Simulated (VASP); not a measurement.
HgTe: single point with PBEsol

The system is HgTe.

```
CELL_PARAMETERS angstrom
0.00000 3.27185 3.22350
3.27185 0.00000 3.22350
3.27185 3.27185 0.00000
ATOMIC_POSITIONS crystal
Hg 0.00000 0.00000 0.00000
Te 0.75000 0.75000 0.75000
```

This cell differs from its parent crystal: strain +0.015 along x and y, +0.000 along z.

- Program: VASP 6.6.1
- Task: single point
- Functional: PBEsol
- Potentials or basis: VASP PAW PBE potentials, release 64 (Hg, Te)
- Cutoff: 520 eV
- k mesh: 14 × 14 × 14
- Occupations: gaussian, width 0.15 eV
- Spin: no spin polarisation

```json
{
 "Pressure": "0.1 GPa"
}
```

Stress tensor (GPa, compression positive):
```
-0.01  0.00  0.00
 0.00 -0.01  0.00
 0.00  0.00  0.22
```

Levels at points of the mesh, in eV from the Fermi level:
| k point | band 6 | band 7 | band 8 | band 9 | band 10 | band 11 | band 12 | band 13 |
| --- | --- | --- | --- | --- | --- | --- | --- | --- |
| (0.00, 0.00, 0.00) | -6.84 | -0.99 | -0.15 | -0.15 | -0.10 | 4.09 | 4.09 | 4.09 |
| (0.50, 0.00, 0.00) | -6.55 | -5.52 | -1.12 | -1.05 | 0.50 | 4.83 | 4.91 | 6.60 |
| (0.50, 0.50, 0.00) | -6.40 | -5.44 | -2.37 | -2.37 | 1.65 | 2.27 | 7.95 | 8.60 |
| (0.50, 0.00, 0.50) | -6.42 | -5.50 | -2.33 | -2.30 | 1.75 | 2.33 | 7.86 | 8.55 |

Wall time 2.4 min on 1 thread of AMD EPYC 9R45 96-Core Processor (Zen 5) (shared host), peak memory 0.39 GiB.

Caveat: the cell differs from its parent crystal (strain +0.015 along x and y, +0.000 along z); the PAW data sets were made with another functional, which shifts forces and pressure a little; spin-orbit coupling is left out, which moves the levels of the heavy elements.
